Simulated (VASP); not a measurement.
# MgS (F-43m) in VASP: a series of runs

The runs below take MgS through single point, relaxation of cell and atoms, with PBEsol.

Program: VASP 6.6.1. These are calculated values, not measurements. Logs are shortened: lines on timing, memory, paths and dates and some standing lists are left out, and cuts for length are marked.

## 1. The cell of the first run

Symmetry: F-43m, No. 216, cubic system. The conventional cell has a = 5.649 Å, b = 5.649 Å, c = 5.649 Å, α = 90.00°, β = 90.00°, γ = 90.00°. Mg (site symmetry -43m) has 4 S at 2.45 Å within 3.2 Å. Within 3.2 Å of S (site symmetry -43m) lie 4 Mg at 2.45 Å.

## 2. Single point, PBEsol

File INCAR:

```
PREC = Accurate
ENCUT = 520
EDIFF = 1E-7
ISMEAR = 0
SIGMA = 0.02
LREAL = False
LASPH = True
NELM = 60
ALGO = Normal
ISIF = 2
LWAVE = False
LCHARG = True
GGA = PS
LELF = True
LVHAR = True
NBANDS = 11
```

File KPOINTS:

```
Automatic mesh
0
Gamma
  8 8 8
```

File POSCAR:

```
MgS
1.0
    0.0000000000      2.8247499679      2.8247499679
    2.8247499679      0.0000000000      2.8247499679
    2.8247499679      2.8247499679      0.0000000000
Mg S
1 1
Direct
    0.0000000000      0.0000000000      0.0000000000
    0.7500000000      0.7500000000      0.7500000000
```

Potentials or basis: VASP PAW PBE potentials, release 64 (Mg, S).

Command:

```console
cat potpaw_PBE.64/Mg/POTCAR potpaw_PBE.64/S/POTCAR > POTCAR
mpirun -np 1 vasp_std > vasp.out
```

OUTCAR:

```text
PREC = Accurate
   ENCUT = 520
   EDIFF = 1E-7
   ISMEAR = 0
   LREAL = False
   LASPH = True
   NELM = 60
   ISIF = 2
   GGA = PS

 ion  position               nearest neighbor table
   1  0.000  0.000  0.000-   2 2.45   2 2.45   2 2.45   2 2.45
   2  0.750  0.750  0.750-   1 2.45   1 2.45   1 2.45   1 2.45

  LATTYP: Found a face centered cubic cell.
 ALAT       =     5.6494999358

  Lattice vectors:

 A1 = (   0.0000000000,   2.8247499679,   2.8247499679)
 A2 = (   2.8247499679,   0.0000000000,   2.8247499679)
 A3 = (   2.8247499679,   2.8247499679,   0.0000000000)

Analysis of symmetry for initial positions (statically):
=====================================================================
 Subroutine PRICEL returns:
 Original cell was already a primitive cell.

 Routine SETGRP: Setting up the symmetry group for a
 face centered cubic supercell.

 Subroutine GETGRP returns: Found 24 space group operations
 (whereof 24 operations were pure point group operations)
 out of a pool of 48 trial point group operations.

The static configuration has the point symmetry T_d .

Analysis of symmetry for dynamics (positions and initial velocities):
=====================================================================
 Subroutine PRICEL returns:
 Original cell was already a primitive cell.

 Routine SETGRP: Setting up the symmetry group for a
 face centered cubic supercell.

 Subroutine GETGRP returns: Found 24 space group operations
 (whereof 24 operations were pure point group operations)
 out of a pool of 48 trial point group operations.

The dynamic configuration has the point symmetry T_d .

 Subroutine INISYM returns: Found 24 space group operations
 (whereof 24 operations are pure point group operations),
 and found     1 'primitive' translations

----------------------------------------------------------------------------------------

                                     Primitive cell

  volume of cell :      45.0786

  direct lattice vectors                    reciprocal lattice vectors
     0.000000000  2.824749968  2.824749968    -0.177006817  0.177006817  0.177006817
     2.824749968  0.000000000  2.824749968     0.177006817 -0.177006817  0.177006817
     2.824749968  2.824749968  0.000000000     0.177006817  0.177006817 -0.177006817

  length of vectors
     3.994799715  3.994799715  3.994799715     0.306584800  0.306584800  0.306584800

  position of ions in fractional coordinates (direct lattice)
     0.000000000  0.000000000  0.000000000
     0.750000000  0.750000000  0.750000000

  ion indices of the primitive-cell ions
   primitive index   ion index
                 1           1
                 2           2

----------------------------------------------------------------------------------------

 KPOINTS: Automatic mesh

Automatic generation of k-mesh.
 Grid dimensions read from file:
 generate k-points for:    8    8    8

 Generating k-lattice:

  Cartesian coordinates                     Fractional coordinates (reciprocal lattice)
    -0.022125852  0.022125852  0.022125852     0.125000000  0.000000000  0.000000000
     0.022125852 -0.022125852  0.022125852     0.000000000  0.125000000  0.000000000
     0.022125852  0.022125852 -0.022125852     0.000000000  0.000000000  0.125000000

  Length of vectors
     0.038323100  0.038323100  0.038323100

  Shift w.r.t. Gamma in fractional coordinates (k-lattice)
     0.000000000  0.000000000  0.000000000

 Subroutine IBZKPT returns following result:
 ===========================================

 Found     29 irreducible k-points:

 Following reciprocal coordinates:
            Coordinates               Weight
  0.000000  0.000000  0.000000      1.000000
  0.125000  0.000000  0.000000      8.000000
  0.250000  0.000000  0.000000      8.000000
  0.375000  0.000000  0.000000      8.000000
  0.500000  0.000000  0.000000      4.000000
  0.125000  0.125000  0.000000      6.000000
[... 16 lines left out ...]
  0.500000  0.250000  0.125000     48.000000
 -0.375000  0.250000  0.125000     24.000000
 [... further k-points ...]
   k-points           NKPTS =     29   k-points in BZ     NKDIM =     29   number of bands    NBANDS=     11
   number of dos      NEDOS =    301   number of ions     NIONS =      2
   total plane-waves  NPLWV =  27000
   dimension x,y,z NGX =    30 NGY =   30 NGZ =   30
   dimension x,y,z NGXF=    60 NGYF=   60 NGZF=   60
   ions per type =               1   1
   NGX,Y,Z   is equivalent  to a cutoff of  12.48, 12.48, 12.48 a.u.
   NGXF,Y,Z  is equivalent  to a cutoff of  24.97, 24.97, 24.97 a.u.
 SYSTEM =  unknown system
   PREC   = accura    normal or accurate (medium, high low for compatibility)
   ISTART =      0    job   : 0-new  1-cont  2-samecut
   ICHARG =      2    charge: 1-file 2-atom 10-const
   ISPIN  =      1    spin polarized calculation?
   LNONCOLLINEAR =      F non collinear calculations
   LSORBIT =      F    spin-orbit coupling
   LASPH  =      T    aspherical Exc in radial PAW
   ENCUT  =  520.0 eV  38.22 Ry    6.18 a.u.   7.43  7.43  7.43*2*pi/ulx,y,z
   NELM   =     60;   NELMIN=  2; NELMDL= -5     # of ELM steps
   EDIFF  = 0.1E-06   stopping-criterion for ELM
   LREAL  =      F    real-space projection
   EDIFFG = 0.1E-05   stopping-criterion for IOM
   NSW    =      0    number of steps for IOM
   IBRION =     -1    ionic relax: 0-MD 1-quasi-New 2-CG
   NFREE  =      0    steps in history (QN), initial steepest desc. (CG)
   ISIF   =      2    stress and relaxation
   ISYM   =      2    0-nonsym 1-usesym 2-fastsym
   POTIM  = 0.5000    time-step for ionic-motion
   TEBEG  =    0.0;   TEEND  =   0.0 temperature during run
   PSTRESS=    0.0 pullay stress
   NELECT =       8.0000    total number of electrons
   NUPDOWN=      -1.0000    fix difference up-down
   EMIN   =  10.00;   EMAX   =-10.00  energy-range for DOS
   EFERMI =   0.00;   METHOD = LEGACY
   ISMEAR =     0;   SIGMA  =   0.02  broadening in eV -4-tet -1-fermi 0-gaus
   EFERMI_NEDOS =   21; number of points for ismear=-14 and -15
   IALGO  =     38    algorithm
   IMIX   =      4    mixing-type and parameters
     AMIX     =   0.40;   BMIX     =  1.00
     AMIX_MAG =   1.60;   BMIX_MAG =  1.00
  volume/ion in A,a.u.               =      22.54       152.10
  Fermi-wavevector in a.u.,A,eV,Ry     =   0.919987  1.738523 11.515635  0.846375
  Thomas-Fermi vector in A             =   2.045242
   LORBIT       =      0    0 simple, 1 ext, 2 COOP (PROOUT), +10 PAW based schemes
   GGA     = PS    functional components
   LHFCALC =     F    Hartree Fock is set to
   AEXX    =    0.0000 exact exchange contribution
   IVDW    =     0    specifies the selected vdW correction
   LEPSILON=     F    determine dielectric tensor
   LRPA    =     F    only Hartree local field effects (RPA)
 non-spin polarized calculation
 Gauss-broadening in eV      SIGMA  =   0.02
  energy-cutoff  :      520.00
  volume of cell :       45.08
 maximum number of plane-waves:      1243
 NGX is ok and might be reduce to    30
   NGX = 15   NGY = 15   NGZ = 15

 number of electron       8.0000001 magnetization

 Free energy of the ion-electron system (eV)
  ---------------------------------------------------
  ext. energy  EPLUGINS =         0.00000000
  ---------------------------------------------------
  free energy    TOTEN  =        -8.91759202 eV

  energy without entropy =       -8.91759202  energy(sigma->0) =       -8.91759202

 E-fermi :   1.1723     XC(G=0):  -8.6021

 val. band max:        1.0420111763   @ k =   0.0000   0.0000   0.0000
 cond. band min:       4.3701527132   @ k =   0.0000   0.0000   0.0000
 fundamental gap:      3.3281415370
 Fermi energy:         1.1722649132

 k-point     1 :       0.0000    0.0000    0.0000
  band No.  band energies     occupation
      1     -10.2491      2.00000
      2       1.0420      2.00000
      3       1.0420      2.00000
      4       1.0420      2.00000
      5       4.3702      0.00000
      6       8.9316      0.00000
      7       8.9316      0.00000
      8       8.9316      0.00000
      9      11.8396      0.00000
     10      11.8396      0.00000
     11      14.6426      0.00000

 k-point     2 :       0.1250    0.0000    0.0000
  band No.  band energies     occupation
      1     -10.1593      2.00000
      2       0.3372      2.00000
      3       0.9877      2.00000
      4       0.9877      2.00000
      5       5.0471      0.00000
      6       8.7375      0.00000
      7       9.1107      0.00000
      8       9.1107      0.00000
      9      11.3576      0.00000
     10      11.3576      0.00000
     11      13.9896      0.00000

 k-point     3 :       0.2500    0.0000    0.0000
  band No.  band energies     occupation
      1      -9.9262      2.00000
      2      -0.8608      2.00000
      3       0.8652      2.00000
      4       0.8652      2.00000
      5       5.9101      0.00000
      6       8.7563      0.00000
      7       9.1373      0.00000
      8       9.1373      0.00000
      9      11.4086      0.00000
     10      11.4086      0.00000
     11      13.1274      0.00000

 k-point     4 :       0.3750    0.0000    0.0000
  band No.  band energies     occupation
      1      -9.6646      2.00000
      2      -1.8053      2.00000
      3       0.7532      2.00000
      4       0.7532      2.00000
      5       6.0903      0.00000
      6       8.7672      0.00000
      7       8.7672      0.00000
      8       9.2808      0.00000
      9      12.7280      0.00000
     10      12.7280      0.00000
     11      13.1568      0.00000
[... 239 lines left out ...]
 k-point    22 :       0.3750    0.2500    0.1250
  band No.  band energies     occupation
      1      -9.7457      2.00000
      2      -1.0682      2.00000
      3       0.1759      2.00000
      4       0.6565      2.00000
      5       6.6322      0.00000
      6       7.9308      0.00000
      7       8.5285      0.00000
      8      10.1934      0.00000
      9      10.7025      0.00000
     10      13.3951      0.00000
     11      15.3610      0.00000

 k-point    23 :       0.5000    0.2500    0.1250
  band No.  band energies     occupation
      1      -9.5284      2.00000
      2      -1.5798      2.00000
      3      -0.1818      2.00000
      4       0.4757      2.00000
      5       6.8993      0.00000
      6       7.7312      0.00000
      7       8.8716      0.00000
      8      10.0254      0.00000
      9      11.8472      0.00000
     10      14.4850      0.00000
     11      15.0693      0.00000

 k-point    24 :      -0.3750    0.2500    0.1250
  band No.  band energies     occupation
      1      -9.4316      2.00000
      2      -1.8011      2.00000
      3      -0.2881      2.00000
      4       0.3786      2.00000
      5       6.9756      0.00000
      6       7.4413      0.00000
      7       9.7285      0.00000
      8       9.8196      0.00000
      9      12.3868      0.00000
     10      13.8034      0.00000
     11      15.2268      0.00000

 [... further k-points ...]

------------------------ aborting loop because EDIFF is reached ----------------------------------------

  FORCE on cell =-STRESS in cart. coord.  units (eV):
  Direction    XX          YY          ZZ          XY          YZ          ZX
  --------------------------------------------------------------------------------------
  -------------------------------------------------------------------------------------
  Total       -0.0044532     -0.0044532     -0.0044532     -0.0000000      0.0000000      0.0000000
  in kB       -0.1582768     -0.1582768     -0.1582768     -0.0000000      0.0000000      0.0000000
  external PRESSURE =      -0.1582768 kB  Pullay stress =       0.0000000 kB

 VOLUME and BASIS-vectors are now :
 -----------------------------------------------------------------------------
  energy-cutoff  :      520.00
  volume of cell :       45.08
      direct lattice vectors                 reciprocal lattice vectors
     0.000000000  2.824749968  2.824749968    -0.177006817  0.177006817  0.177006817
     2.824749968  0.000000000  2.824749968     0.177006817 -0.177006817  0.177006817
     2.824749968  2.824749968  0.000000000     0.177006817  0.177006817 -0.177006817

 POSITION                                       TOTAL-FORCE (eV/Angst)
 -----------------------------------------------------------------------------------
      0.00000      0.00000      0.00000         0.000000      0.000000      0.000000
      4.23712      4.23712      4.23712        -0.000000     -0.000000     -0.000000
 -----------------------------------------------------------------------------------
    total drift:                               -0.000000     -0.000000     -0.000000

  FREE ENERGIE OF THE ION-ELECTRON SYSTEM (eV)
  ---------------------------------------------------
  free  energy   TOTEN  =        -8.9175920223 eV

  energy  without entropy=       -8.9175920223  energy(sigma->0) =       -8.91759202
```

It took 10 s on 1 thread of Intel Xeon Platinum 8488C (Sapphire Rapids), shared host; peak memory 0.17 GiB.

What came out:

* Free energy: -8.9176 eV
* Pressure: 0.0 GPa
* Band gap on the k mesh: 3.33 eV, direct

Caveat: the PAW data sets were made with another functional, which shifts forces and pressure a little. A k mesh can miss the band edges.

## 3. Relaxation of cell and atoms, PBEsol

This run uses another cell than the first one, of 23.80 Å³/atom, 1.056 times its volume.

File INCAR:

```
PREC     = Accurate       # precision mode
ENCUT    = 600            # plane-wave cutoff, eV
EDIFF    = 1E-7           # SCF threshold, eV
ISMEAR   = 0              # smearing method
SIGMA    = 0.02           # smearing width, eV
LREAL    = F              # projectors in reciprocal space
LASPH    = T              # aspherical terms in the spheres
NELM     = 60             # most SCF steps
ALGO     = Normal         # electronic algorithm
ISIF     = 3              # what is computed and relaxed
LWAVE    = F              # write WAVECAR
LCHARG   = F              # write CHGCAR
GGA      = PS             # functional
IBRION   = 2              # ionic algorithm
NSW      = 80             # ionic steps
EDIFFG   = -0.01          # ionic threshold
```

File KPOINTS:

```
regular mesh
0
Gamma
  8 8 8
```

File POSCAR:

```
MgS
1.0
    0.0000000000      2.8763679803      2.8763679803
    2.8763679803      0.0000000000      2.8763679803
    2.8763679803      2.8763679803      0.0000000000
Mg S
1 1
Direct
    0.0000000000      0.0000000000      0.0000000000
    0.7500000000      0.7500000000      0.7500000000
```

Potentials or basis: VASP PAW PBE potentials, release 64 (Mg, S).

Command:

```console
cat potpaw_PBE.64/Mg/POTCAR potpaw_PBE.64/S/POTCAR > POTCAR
mpirun -np 1 vasp_std > vasp.out
```

Wall time 16 s (1 thread of Intel Xeon Platinum 8488C (Sapphire Rapids), shared host); peak memory 0.19 GiB.

Results (log left out):

* Free energy: -8.9182 eV
* Relaxed volume: 22.54 Å³/atom
* Relaxed cell: a = 3.995 Å, b = 3.995 Å, c = 3.995 Å, α = 60.00°, β = 60.00°, γ = 60.00°
* Space group after relaxing (to 0.05 Å): F-43m (No. 216)
* Energy gained by relaxing: 11.6 meV/atom
* Ionic steps: 3
* Pressure after relaxing: 0.0 GPa
* Band gap on the k mesh: 3.33 eV, direct

The path:
| step | energy change (eV) | largest force (eV/Å) | pressure (GPa) | volume (Å³) |
| --- | --- | --- | --- | --- |
| 1 | 0.0000 | 0.0000 | -2.83 | 47.60 |
| 2 | -0.0228 | 0.0000 | 0.43 | 44.75 |
| 3 | -0.0233 | 0.0000 | 0.00 | 45.08 |

Final structure:
```yaml
crystal:
  lattice:
    - [0.00000, 2.82478, 2.82478]
    - [2.82478, 0.00000, 2.82478]
    - [2.82478, 2.82478, 0.00000]
  atoms:
    - { symbol: Mg, position: [0.00000, 0.00000, 0.00000] }
    - { symbol: S, position: [0.75000, 0.75000, 0.75000] }
```

Levels at points of the mesh, in eV from the valence-band top:
```tsv
k point	band 2	band 3	band 4	band 5	band 6	band 7
(0.00, 0.00, 0.00)	0.00	0.00	0.00	3.33	7.89	7.89
(0.50, 0.00, 0.00)	-3.21	-0.33	-0.33	5.02	7.55	7.55
(0.50, 0.50, 0.00)	-2.87	-1.06	-1.06	3.70	5.55	11.09
```

Caveat: the PAW data sets were made with another functional, which shifts forces and pressure a little. A k mesh can miss the band edges.
